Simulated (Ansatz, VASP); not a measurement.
**One calculation of GaAs, two programs**

INCAR

```
SYSTEM = GaAs
PREC = Accurate
ENCUT = 600
EDIFF = 1E-6
ISMEAR = -1
SIGMA = 0.02
LREAL = .False.
LASPH = .True.
NELM = 120
ALGO = Normal
ISIF = 2
LWAVE = .False.
LCHARG = .False.
GGA = PE
NBANDS = 21
GGA_COMPAT = .False.
```

Contents of KPOINTS:

```
Automatic mesh
0
Gamma
  8 8 8
  0 0 0
```

POSCAR

```
GaAs
1.0
    0.0000000000      2.8330850955      2.8330850955
    2.8330850955      0.0000000000      2.8330850955
    2.8330850955      2.8330850955      0.0000000000
Ga As
1 1
Direct
    0.0000000000      0.0000000000      0.0000000000
    0.2500000000      0.2500000000      0.2500000000
```

Input for Ansatz:

```yaml
crystal:
  lattice:
    - [0.0, 2.8330850955, 2.8330850955]
    - [2.8330850955, 0.0, 2.8330850955]
    - [2.8330850955, 2.8330850955, 0.0]
  atoms:
    - { symbol: Ga, position: [0.0, 0.0, 0.0] }
    - { symbol: As, position: [0.25, 0.25, 0.25] }
kpoints:
  mp_grid: { grid: [8, 8, 8] }
  band_path:
    path:
      - [0.0, 0.0, 0.0]
      - [-0.5, -0.5, 0.0]
      - [-0.375, -0.375, 0.25]
      - [-0.375, 0.0, 0.375]
      - [0.0, 0.0, 0.5]
      - [-0.5, -0.25, 0.25]
    npoints: 1
hamiltonian:
  xc: pbe
scf:
  occupations: { method: fermi_dirac, width: 0.02 }
  n_extra_bands: 4
output:
  forces: true
  stress: true
  eigenvalues: true
```

Alike in both runs: task single point; functional PBE; k mesh 8 × 8 × 8; occupations fermi-dirac, width 0.02 eV; no spin polarisation.

|  | VASP | Ansatz |
| --- | --- | --- |
| version | VASP 6.6.1 | Ansatz 0.2.0 |
| potentials or method | VASP PAW PBE potentials, release 64 (Ga_d, As_d) | plane waves, PAW |
| plane-wave cutoff (eV) | 600 | 420 |
| valence electrons in the cell | 28 | 28 |

Ansatz gave:

```
pressure (GPa) : 2.8
```

**Question.** Estimate VASP's values.

**Answer.** Pressure (GPa): 2.7.
